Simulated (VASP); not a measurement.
# Mg2C (Fm-3m) in VASP: a series of runs

The runs below take Mg2C through vibrations by perturbation theory, dielectric tensor, with PBEsol, r2SCAN.

All numbers are computed with VASP 6.6.1; they aren't measurements. Logs are shortened: lines on timing, memory, paths and dates and some standing lists are left out, and cuts for length are marked.

## Step 1: The cell of the first run

Symmetry: Fm-3m, No. 225, cubic system. Conventional cell: a = 5.424 Å, b = 5.424 Å, c = 5.424 Å, α = 90.00°, β = 90.00°, γ = 90.00°. Within 3.1 Å of C (site symmetry m-3m) lie 8 Mg at 2.35 Å. Within 3.1 Å of Mg (site symmetry -43m) lie 4 C at 2.35 Å and 6 Mg at 2.71 Å.

## Step 2: Vibrations by perturbation theory, PBEsol

File INCAR:

```
SYSTEM = Mg2C
  PREC = Accurate
  ENCUT = 520
  EDIFF = 1E-8
  ISMEAR = 0
  SIGMA = 0.01
  LREAL = .False.
  LASPH = .True.
  NELM = 80
  ALGO = Normal
  ISIF = 2
  LWAVE = .False.
  LCHARG = .True.
  GGA = PS
  IBRION = 8
  NSW = 1
  LEPSILON = .True.
```

File KPOINTS:

```
Automatic mesh
0
Gamma
  6 6 6
  0 0 0
```

File POSCAR:

```
Mg2C
1.0
    0.0000000000      2.7118211279      2.7118211279
    2.7118211279      0.0000000000      2.7118211279
    2.7118211279      2.7118211279      0.0000000000
C Mg
1 2
Direct
    0.0000000000      0.0000000000      0.0000000000
    0.2500000000      0.2500000000      0.2500000000
    0.7500000000      0.7500000000      0.7500000000
```

Potentials or basis: VASP PAW PBE potentials, release 64 (C, Mg).

Run with:

```
> cat potpaw_PBE.64/C/POTCAR potpaw_PBE.64/Mg/POTCAR > POTCAR
> mpirun -np 1 vasp_std > vasp.out
```

OUTCAR:

```text
SYSTEM = Mg2C
   PREC = Accurate
   ENCUT = 520
   EDIFF = 1E-8
   ISMEAR = 0
   LREAL = .False.
   LASPH = .True.
   NELM = 80
   ISIF = 2
   GGA = PS
   IBRION = 8
   NSW = 1
   LEPSILON = .True.

 ion  position               nearest neighbor table
   1  0.000  0.000  0.000-   3 2.35   3 2.35   3 2.35   2 2.35   2 2.35   2 2.35   3 2.35   2 2.35

   2  0.250  0.250  0.250-   1 2.35   1 2.35   1 2.35   1 2.35   3 2.71   3 2.71   3 2.71   3 2.71
                             3 2.71   3 2.71
   3  0.750  0.750  0.750-   1 2.35   1 2.35   1 2.35   1 2.35   2 2.71   2 2.71   2 2.71   2 2.71
                             2 2.71   2 2.71

  LATTYP: Found a face centered cubic cell.
 ALAT       =     5.4236422558

  Lattice vectors:

 A1 = (   0.0000000000,   2.7118211279,   2.7118211279)
 A2 = (   2.7118211279,   0.0000000000,   2.7118211279)
 A3 = (   2.7118211279,   2.7118211279,   0.0000000000)

Analysis of symmetry for initial positions (statically):
=====================================================================
 Subroutine PRICEL returns:
 Original cell was already a primitive cell.

 Routine SETGRP: Setting up the symmetry group for a
 face centered cubic supercell.

 Subroutine GETGRP returns: Found 48 space group operations
 (whereof 48 operations were pure point group operations)
 out of a pool of 48 trial point group operations.

The static configuration has the point symmetry O_h .

Analysis of symmetry for dynamics (positions and initial velocities):
=====================================================================
 Subroutine PRICEL returns:
 Original cell was already a primitive cell.

 Routine SETGRP: Setting up the symmetry group for a
 face centered cubic supercell.

 Subroutine GETGRP returns: Found 48 space group operations
 (whereof 48 operations were pure point group operations)
 out of a pool of 48 trial point group operations.

The dynamic configuration has the point symmetry O_h .

 Subroutine INISYM returns: Found 48 space group operations
 (whereof 48 operations are pure point group operations),
 and found     1 'primitive' translations

----------------------------------------------------------------------------------------

                                     Primitive cell

  volume of cell :      39.8853

  direct lattice vectors                    reciprocal lattice vectors
     0.000000000  2.711821128  2.711821128    -0.184377943  0.184377943  0.184377943
     2.711821128  0.000000000  2.711821128     0.184377943 -0.184377943  0.184377943
     2.711821128  2.711821128  0.000000000     0.184377943  0.184377943 -0.184377943

  length of vectors
     3.835094218  3.835094218  3.835094218     0.319351964  0.319351964  0.319351964

  position of ions in fractional coordinates (direct lattice)
     0.000000000  0.000000000  0.000000000
     0.250000000  0.250000000  0.250000000
     0.750000000  0.750000000  0.750000000

  ion indices of the primitive-cell ions
   primitive index   ion index
                 1           1
                 2           2
                 3           3

----------------------------------------------------------------------------------------

 KPOINTS: Automatic mesh

[... 336 lines left out ...]

------------------------ aborting loop because EDIFF is reached ----------------------------------------

 PIEZOELECTRIC TENSOR FIELD DIRECTION 3  (e Angst)
 -----------------------------------------------------------------------------
     0.00330  0.00000 -0.00000           ( -0.00000  0.00000 -0.00000)
     0.00000  0.00330 -0.00000           (  0.00000 -0.00000  0.00000)
    -0.00000  0.00000 -0.00732           ( -0.00000  0.00000 -0.00001)

 PIEZOELECTRIC TENSOR FIELD DIRECTION 3  (C/m^2)
 -----------------------------------------------------------------------------
     0.00132  0.00000 -0.00000
     0.00000  0.00132 -0.00000
    -0.00000  0.00000 -0.00294

--------------------------------------- Ionic step        4  -------------------------------------------

------------------------ aborting loop because EDIFF is reached ----------------------------------------

[... ionic steps 5 to 6 ...]

--------------------------------------- Ionic step        7  -------------------------------------------

 Free energy of the ion-electron system (eV)
  ---------------------------------------------------
  ---------------------------------------------------
  free energy    TOTEN  =        -0.00227942 eV

  energy without entropy =       -0.00227942

------------------------ aborting loop because EDIFF is reached ----------------------------------------

 INTERNAL STRAIN TENSOR  FOR ION    2  DIRECTION 1   (eV/Angst):
 -----------------------------------------------------------------------------
     0.00356  0.00000  0.00000
     0.00000 -0.00215  1.08939
     0.00000  1.08939 -0.00215

 MACROSCOPIC STATIC DIELECTRIC TENSOR (including local field effects in DFT)
 ------------------------------------------------------
          10.266984     0.000000    -0.000000
           0.000000    10.266984    -0.000000
           0.000000     0.000000    10.266984
 ------------------------------------------------------

 PIEZOELECTRIC TENSOR (including local field effects)  for field in x, y, z        (e  Angst)
          XX          YY          ZZ          XY          YZ          ZX
  --------------------------------------------------------------------------------
  x     0.00000     0.00000     0.00000     0.00000     0.00000     0.00000
  y     0.00000     0.00000     0.00000     0.00000     0.00000     0.00000
  z     0.00000     0.00000     0.00000     0.00000     0.00000     0.00000

 PIEZOELECTRIC TENSOR (including local field effects)  for field in x, y, z        (C/m^2)
          XX          YY          ZZ          XY          YZ          ZX
  --------------------------------------------------------------------------------
  x     0.00000     0.00000     0.00000     0.00000     0.00000     0.00000
  y     0.00000     0.00000     0.00000     0.00000     0.00000     0.00000
  z     0.00000     0.00000     0.00000     0.00000     0.00000     0.00000

 BORN EFFECTIVE CHARGES (including local field effects) (in |e|, cummulative output)
 ---------------------------------------------------------------------------------
 ion    1
    1    -3.22250    -0.00000     0.00000
    2    -0.00000    -3.22250     0.00000
    3    -0.00000     0.00000    -3.22250
 ion    2
    1     1.61125     0.00000     0.00000
    2     0.00000     1.61125     0.00000
    3     0.00000     0.00000     1.61125
 ion    3
    1     1.61125     0.00000     0.00000
    2     0.00000     1.61125     0.00000
    3     0.00000     0.00000     1.61125

 INTERNAL STRAIN TENSOR FOR ION    3 for displacements in x,y,z  (eV/Angst):
          X           Y           Z          XY          YZ          ZX
  --------------------------------------------------------------------------------
  x     0.00000     0.00000     0.00000     0.00000    -1.08939     0.00000
  y    -0.00000     0.00000    -0.00000     0.00000     0.00000    -1.08939
  z    -0.00000    -0.00000     0.00000    -1.08939     0.00000     0.00000

 SECOND DERIVATIVES (NOT SYMMETRIZED)
 ------------------------------------
               1X          1Y          1Z          2X          2Y          2Z          3X          3Y          3Z
  1X    -5.832339    0.000000    0.000000    2.916169    0.000000    0.000000    2.916169    0.000000    0.000000
  1Y     0.000000   -5.832339    0.000000    0.000000    2.916169    0.000000    0.000000    2.916169    0.000000
  1Z     0.000000    0.000000   -5.832339    0.000000    0.000000    2.916169    0.000000    0.000000    2.916169
  2X     2.917279    0.000000    0.000000   -7.770176    0.000000    0.000000    4.852898    0.000000    0.000000
  2Y     0.000000    2.917279    0.000000    0.000000   -7.770176    0.000000    0.000000    4.852898    0.000000
  2Z     0.000000    0.000000    2.917279    0.000000    0.000000   -7.770176    0.000000    0.000000    4.852898
  3X     2.917279    0.000000    0.000000    4.852898    0.000000    0.000000   -7.770176    0.000000    0.000000
  3Y     0.000000    2.917279    0.000000    0.000000    4.852898    0.000000    0.000000   -7.770176    0.000000
  3Z     0.000000    0.000000    2.917279    0.000000    0.000000    4.852898    0.000000    0.000000   -7.770176

 Eigenvectors and eigenvalues of the dynamical matrix
 ----------------------------------------------------

   1 f  =   12.165994 THz    76.441198 2PiTHz  405.813894 cm-1    50.314488 meV
             X         Y         Z           dx          dy          dz
      0.000000  0.000000  0.000000     0.839443    0.309610    0.035828
      1.355911  1.355911  1.355911    -0.295111   -0.108845   -0.012596
      4.067732  4.067732  4.067732    -0.295111   -0.108845   -0.012596
[... 43 lines left out ...]
   9 f/i=    0.000923 THz     0.005796 2PiTHz    0.030771 cm-1     0.003815 meV
             X         Y         Z           dx          dy          dz
      0.000000  0.000000  0.000000     0.146006   -0.420075   -0.020299
      1.355911  1.355911  1.355911     0.207657   -0.597452   -0.028870
      4.067732  4.067732  4.067732     0.207657   -0.597452   -0.028870

--------------------------------------------------------------------------------------------------------

 MACROSCOPIC STATIC DIELECTRIC TENSOR IONIC CONTRIBUTION
 ------------------------------------------------------
           8.076847    -0.000000    -0.000000
          -0.000000     8.076847    -0.000000
          -0.000000    -0.000000     8.076847
 ------------------------------------------------------

 ELASTIC MODULI CONTR FROM IONIC RELAXATION (kBar)
 Direction    XX          YY          ZZ          XY          YZ          ZX
 --------------------------------------------------------------------------------
 XX          -0.0000     -0.0000     -0.0000     -0.0000     -0.0000     -0.0000
 YY          -0.0000     -0.0000     -0.0000     -0.0000      0.0000      0.0000
 ZZ          -0.0000     -0.0000     -0.0000      0.0000      0.0000     -0.0000
 XY          -0.0000     -0.0000      0.0000     -7.5532     -0.0000      0.0000
 YZ          -0.0000      0.0000      0.0000     -0.0000     -7.5532     -0.0000
 ZX          -0.0000      0.0000     -0.0000      0.0000     -0.0000     -7.5532
 --------------------------------------------------------------------------------

 PIEZOELECTRIC TENSOR IONIC CONTR  for field in x, y, z        (C/m^2)
          XX          YY          ZZ          XY          YZ          ZX
  --------------------------------------------------------------------------------
  x    -0.00000    -0.00000     0.00000    -0.00000    -0.00000    -0.00000
  y    -0.00000     0.00000     0.00000    -0.00000    -0.00000     0.00000
  z    -0.00000    -0.00000    -0.00000    -0.00000     0.00000    -0.00000
```

Wall time 4.7 min (1 thread of Intel Xeon 8259CL, shared host); peak memory 0.22 GiB.

What came out:

| Property | Result |
| --- | --- |
| Electronic dielectric tensor (diagonal) | 10.27 |
| Born charges (mean of the diagonal) | C -3.22; Mg +1.61 e |
| Highest phonon frequency at Γ | 406 cm⁻¹ |

Phonon frequencies in cm⁻¹ (negative: imaginary):
```csv
q point,frequencies
"(0.000, 0.000, 0.000)",0 0 0 376 376 376 406 406 406
```

Electronic dielectric tensor:
```
10.27  0.00  0.00
 0.00 10.27  0.00
 0.00  0.00 10.27
```

Born effective charge tensors (e):
atom 1, C
```
-3.22  0.00  0.00
 0.00 -3.22  0.00
 0.00  0.00 -3.22
```
atom 2, Mg
```
1.61 0.00 0.00
0.00 1.61 0.00
0.00 0.00 1.61
```
atom 3, Mg
```
1.61 0.00 0.00
0.00 1.61 0.00
0.00 0.00 1.61
```

Caveat: the structure was generated, so it needn't be the stable form of Mg2C.

(Continued in part 2 of 2.)
